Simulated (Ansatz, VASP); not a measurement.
## Rh in VASP and in Ansatz

```
Rh
1.0
     1.31834   -2.28444    0.00000
     1.31834    2.28444    0.00000
     0.00000    0.00000    2.55201
Rh
1
Cartesian
  1.3183 0.0000 0.0000
```

Alike in both runs: functional PBE; k mesh 6 × 6 × 14; occupations gaussian, width 0.1 eV; no spin polarisation.

Ansatz relaxed the structure, and its values are those at the end. VASP's run is a single point on that final structure, the one shown.

```csv
,VASP,Ansatz
version,VASP 6.6.1,Ansatz 0.2.0
potentials or method,"VASP PAW PBE potentials, release 64 (Rh_pv), cutoff 520 eV","scalar-relativistic, plane waves, PAW"
valence electrons in the cell,15,17
```

|  | VASP | Ansatz | Ansatz less VASP |
| --- | --- | --- | --- |
| gap on the k mesh at the Fermi level (eV) | none | none | - |
| pressure (GPa) | 0.0 | 0.0 | 0.00 |

A gap of «none» marks a metal or a gap that the smearing closes. With one functional, cell and mesh, what is left measures potentials, basis and numerics. VASP's potentials hold 15 valence electrons a cell and Ansatz's 17, so a difference there can come from the potentials and not from the codes.

The k mesh is coarse, so the values compare programs but aren't converged.
